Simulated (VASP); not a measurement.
HfN:

```xyz
6
Lattice="3.1905 0.0000 0.0000 -1.5952 2.7630 0.0000 0.0000 0.0000 7.8150" Properties=species:S:1:pos:R:3 pbc="T T T"
Hf    0.0000    0.0000    0.0000
Hf    0.0000    1.8420    2.6050
Hf    1.5952    0.9210    5.2100
N     1.5952    0.9210    1.3025
N     0.0000    0.0000    3.9075
N     0.0000    1.8420    6.5125
```

| Property | Result |
| --- | --- |
| Program | VASP 6.6.1 |
| Task | relaxation of cell and atoms |
| Functional | PBEsol |
| Potentials or basis | VASP PAW PBE potentials, release 64 (Hf_pv, N) |
| Cutoff | 600 eV |
| k mesh | 12 × 12 × 6 |
| Occupations | gaussian, width 0.1 eV |
| Spin | no spin polarisation |

At the start: pressure -4.2 GPa; volume 11.48 Å³/atom.

Question: Where does the relaxation end?

Answer: Over 3 steps the energy falls by 2.3 meV/atom and the volume is 11.31 Å³/atom (-1.5 %); space group Fm-3m (No. 225, to 0.1 Å) before and after.

The path:
```csv
step,energy change (eV),largest force (eV/Å),pressure (GPa),volume (Å³)
1,0.0000,0.0000,-4.23,68.89
2,0.0404,0.0000,9.10,65.91
3,-0.0137,0.0000,-0.04,67.88
```

Final structure:
```xyz
6
Lattice="3.1748 0.0000 0.0000 -1.5874 2.7494 0.0000 0.0000 0.0000 7.7762" Properties=species:S:1:pos:R:3 pbc="T T T"
Hf    0.0000    0.0000    0.0000
Hf    0.0000    1.8330    2.5921
Hf    1.5874    0.9165    5.1841
N     1.5874    0.9165    1.2960
N     0.0000    0.0000    3.8881
N     0.0000    1.8330    6.4802
```

Caveat: the PAW data sets were made with another functional, which shifts forces and pressure a little; an odd number of electrons without spin polarisation forces a metal; a magnetic or distorted state may lie lower.
